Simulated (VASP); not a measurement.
Here is a VASP 6.6.1 calculation.

The input INCAR:

```
SYSTEM = NbGa2N2
PREC = Accurate
ENCUT = 520
EDIFF = 1E-7
ISMEAR = 0
SIGMA = 0.1
LREAL = .FALSE.
LASPH = .TRUE.
NELM = 100
ALGO = Normal
ISIF = 2
LWAVE = .FALSE.
LCHARG = .FALSE.
GGA = PE
NBANDS = 32
```

Contents of KPOINTS:

```
Automatic mesh
0
G
  4 4 4
  0 0 0
```

The input POSCAR:

```
NbGa2N2
1.0
    4.1812916373      0.0000000000      0.0000000000
    0.0000000000      4.1812916373      0.0000000000
    0.0000000000      0.0000000000      5.5217118238
Nb Ga N
1 2 2
Direct
    0.5000000000      0.5000000000      0.0000000000
    0.5000000000      0.5000000000      0.5000000000
    0.0000000000      0.0000000000      0.0000000000
    0.0000000000      0.5000000000      0.0000000000
    0.5000000000      0.0000000000      0.0000000000
```

Potentials or basis: VASP PAW PBE potentials, release 64 (Nb_sv, Ga_d, N).

Command:

```bash
$ cat potpaw_PBE.64/Nb_sv/POTCAR potpaw_PBE.64/Ga_d/POTCAR potpaw_PBE.64/N/POTCAR > POTCAR
$ mpirun -np 1 vasp_std > vasp.out
```

**Question.** Estimate the pressure.

**Answer.** 0.0 GPa.

Stress tensor (GPa, compression positive):
```
-0.11  0.00  0.00
 0.00 -0.11  0.00
 0.00  0.00  0.17
```

Caveat: the k points lie up to 0.38 Å⁻¹ apart.
